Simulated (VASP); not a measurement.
Input of a VASP 6.6.1 run:

INCAR

```
PREC     = Accurate       # precision mode
ENCUT    = 520            # plane-wave cutoff, eV
EDIFF    = 1E-6           # SCF threshold, eV
ISMEAR   = 0              # smearing method
SIGMA    = 0.1            # smearing width, eV
LREAL    = F              # projectors in reciprocal space
LASPH    = T              # aspherical terms in the spheres
NELM     = 80             # most SCF steps
ALGO     = Normal         # electronic algorithm
ISIF     = 2              # what is computed and relaxed
LWAVE    = F              # write WAVECAR
LCHARG   = F              # write CHGCAR
GGA      = PE             # functional
NBANDS   = 51             # bands
```

File KPOINTS:

```
regular mesh
0
Gamma
  6 4 2
```

POSCAR

```
SnGe5
1.0
    3.0843953900      0.0000000000      0.0000000000
    0.0000000000      4.3619937900      0.0000000000
    0.0000000000      0.0000000000      9.2531861700
Sn Ge
1 5
Direct
    0.0000000000      0.0000000000      0.5000000000
    0.0000000000      0.0000000000      0.1666666700
    0.5000000000      0.5000000000      0.3333333300
    0.5000000000      0.5000000000      0.6666666700
    0.0000000000      0.0000000000      0.8333333300
    0.5000000000      0.5000000000      0.0000000000
```

Potentials or basis: VASP PAW PBE potentials, release 64 (Sn_d, Ge_d).

Command:

```bash
$ cat potpaw_PBE.64/Sn_d/POTCAR potpaw_PBE.64/Ge_d/POTCAR > POTCAR
$ mpirun -np 1 vasp_std > vasp.out
```

(1) What does it give for the largest force?

(2) Estimate the pressure.

Answers

(1) 0.491 eV/Å.

(2) 1.6 GPa.

Caveat: the k points lie up to 0.36 Å⁻¹ apart, too coarse for converged energies and pressures of a metal.
